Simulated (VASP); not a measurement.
Here is a VASP 6.6.1 calculation.

Contents of INCAR:

```
SYSTEM = Ta4C3
ALGO     = Normal         ! electronic algorithm
EDIFF    = 1E-6           ! SCF threshold, eV
ENCUT    = 520            ! plane-wave cutoff, eV
GGA      = PS             ! functional
ISIF     = 2              ! what is computed and relaxed
ISMEAR   = 0              ! smearing method
LASPH    = .TRUE.         ! aspherical terms in the spheres
LCHARG   = .TRUE.         ! write CHGCAR
LELF     = .TRUE.         ! ELF
LREAL    = .FALSE.        ! projectors in reciprocal space
LVHAR    = .TRUE.       
LWAVE    = .FALSE.        ! write WAVECAR
NBANDS   = 37             ! bands
NELM     = 80             ! most SCF steps
PREC     = Accurate       ! precision mode
SIGMA    = 0.1            ! smearing width, eV
```

Contents of KPOINTS:

```
k-points
0
G
  8 8 8
  0 0 0
```

File POSCAR:

```
Ta4C3
1.0
    4.4461951617      0.0000000000      0.0000000000
    0.0000000000      4.4461951617      0.0000000000
    0.0000000000      0.0000000000      4.4461951617
Ta C
4 3
Direct
    0.0000000000      0.5000000000      0.5000000000
    0.5000000000      0.0000000000      0.5000000000
    0.5000000000      0.5000000000      0.0000000000
    0.0000000000      0.0000000000      0.0000000000
    0.5000000000      0.0000000000      0.0000000000
    0.0000000000      0.5000000000      0.0000000000
    0.0000000000      0.0000000000      0.5000000000
```

Potentials or basis: VASP PAW PBE potentials, release 64 (Ta_pv, C).

Command:

```bash
$ cat potpaw_PBE.64/Ta_pv/POTCAR potpaw_PBE.64/C/POTCAR > POTCAR
$ mpirun -np 1 vasp_std > vasp.out
```

Problem. Estimate the pressure.

Solution. -8.1 GPa.

Problem. What does it give for the band gap on the k mesh?

Solution. Zero (band 28 reaches 7.19 eV, above the bottom of band 29 at 6.21 eV).

Caveat: the PAW data sets were made with another functional, which shifts forces and pressure a little; spin-orbit coupling is left out, which moves the levels of the heavy elements.
